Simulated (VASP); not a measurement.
Cs3Sn:

```
Cs Sn
1.0
     6.11324    0.00000    0.00000
     0.00000    6.11324    0.00000
     0.00000    0.00000    6.11324
Cs Sn
3 1
Direct
  0.00000 0.50000 0.50000
  0.50000 0.00000 0.50000
  0.50000 0.50000 0.00000
  0.00000 0.00000 0.00000
```

* Program: VASP 6.6.1
* Task: relaxation of cell and atoms
* Functional: PBE
* Potentials or basis: VASP PAW PBE potentials, release 64 (Cs_sv, Sn_d)
* Cutoff: 600 eV
* k mesh: 8 × 8 × 8
* Occupations: gaussian, width 0.1 eV
* Spin: no spin polarisation

At the start: pressure 0.3 GPa; volume 57.12 Å³/atom.

Q: How do energy, volume and symmetry change on relaxing?

A: Over 5 steps the energy falls by 2.8 meV/atom and the volume is 60.33 Å³/atom (+5.6 %); space group Pm-3m (No. 221, to 0.1 Å) before and after.

Step by step:
```tsv
step	energy change (eV)	largest force (eV/Å)	pressure (GPa)	volume (Å³)
1	0.0000	0.0000	0.30	228.46
2	-0.0055	0.0000	0.20	231.98
3	-0.0100	0.0000	0.09	236.78
4	-0.0095	0.0000	-0.10	246.59
5	-0.0113	0.0000	0.01	241.31
```

Final structure:
```yaml
crystal:
  lattice:
    - [6.22571, 0.00000, 0.00000]
    - [0.00000, 6.22571, 0.00000]
    - [0.00000, 0.00000, 6.22571]
  atoms:
    - { symbol: Cs, position: [0.00000, 0.50000, 0.50000] }
    - { symbol: Cs, position: [0.50000, 0.00000, 0.50000] }
    - { symbol: Cs, position: [0.50000, 0.50000, 0.00000] }
    - { symbol: Sn, position: [0.00000, 0.00000, 0.00000] }
```
